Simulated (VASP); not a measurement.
A run of VASP 6.6.1 is set up as follows.

Contents of INCAR:

```
SYSTEM = ZnCu
PREC = Accurate ; ENCUT = 520
EDIFF = 1E-6 ; ISMEAR = -1
SIGMA = 0.05 ; LREAL = .FALSE.
LASPH = .TRUE. ; NELM = 60
ALGO = Normal ; ISIF = 2
LWAVE = .FALSE. ; LCHARG = .TRUE.
GGA = PE ; LELF = .TRUE.
LVHAR = .TRUE. ; NBANDS = 18
```

Contents of KPOINTS:

```
Automatic mesh
0
G
  8 8 8
  0 0 0
```

The input POSCAR:

```
ZnCu
1.0
    2.9155500000      0.0000000000      0.0000000000
    0.0000000000      2.9155500000      0.0000000000
    0.0000000000      0.0000000000      2.9450000000
Zn Cu
1 1
Direct
    0.5000000000      0.5000000000      0.5000000000
    0.0000000000      0.0000000000      0.0000000000
```

Potentials or basis: VASP PAW PBE potentials, release 64 (Zn, Cu).

The run is started by

```bash
$ cat potpaw_PBE.64/Zn/POTCAR potpaw_PBE.64/Cu/POTCAR > POTCAR
$ mpirun -np 1 vasp_std > vasp.out
```

**Question.** What does it give for the band gap on the k mesh?

**Answer.** Zero (an odd number of electrons rules out a gap without spin polarisation).

**Question.** Predict the pressure.

**Answer.** 5.8 GPa.

Stress tensor (GPa, compression positive):
```
5.90 0.00 0.00
0.00 5.90 0.00
0.00 0.00 5.55
```

Caveat: the cell stands under pressure.
